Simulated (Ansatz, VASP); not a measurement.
One calculation of Mg3MoN4, two programs

```
Mg Mo N
1.0
     6.72675    0.00000    0.00000
     0.00000    5.81485    0.00000
     0.00000    0.00000    5.23513
Mg Mo N
6 2 8
Direct
  0.25223 0.16879 0.85707
  0.74777 0.16879 0.85707
  0.24777 0.83121 0.35707
  0.75223 0.83121 0.35707
  0.00000 0.66123 0.85890
  0.50000 0.33877 0.35890
  0.00000 0.32928 0.34952
  0.50000 0.67072 0.84952
  0.00000 0.63487 0.45609
  0.50000 0.36513 0.95609
  0.00000 0.32651 0.99757
  0.50000 0.67349 0.49757
  0.76946 0.17745 0.45670
  0.23054 0.17745 0.45670
  0.73054 0.82255 0.95670
  0.26946 0.82255 0.95670
```

Alike in both runs: task electric field gradients; functional PBE; k mesh 4 × 5 × 6; occupations fermi-dirac, width 0.02 eV; no spin polarisation.

```csv
,VASP,Ansatz
version,VASP 6.6.1,Ansatz 0.2.0
potentials or method,"VASP PAW PBE potentials, release 64 (Mg, Mo_sv, N)","plane-wave PAW, scalar-relativistic"
plane-wave cutoff (eV),520,420
valence electrons in the cell,80,128
```

```csv
,VASP,Ansatz,Ansatz less VASP
gap on the k mesh at the Fermi level (eV),3.12,3.12,-0.001
pressure (GPa),2.8,3.0,+0.14
"traceless stress, the component that is largest in VASP (GPa)",0.09,0.11,+0.014
rms of the force components (eV/Å),0.097,0.081,-0.0159
size of Vzz on the site where it differs most (V/Å²),5.2,6.7,+1.55
```

Atom by atom the forces differ by 0.016 eV/Å (rms over components). VASP's potentials hold 80 valence electrons a cell and Ansatz's 128, so a difference there can come from the potentials and not from the codes.
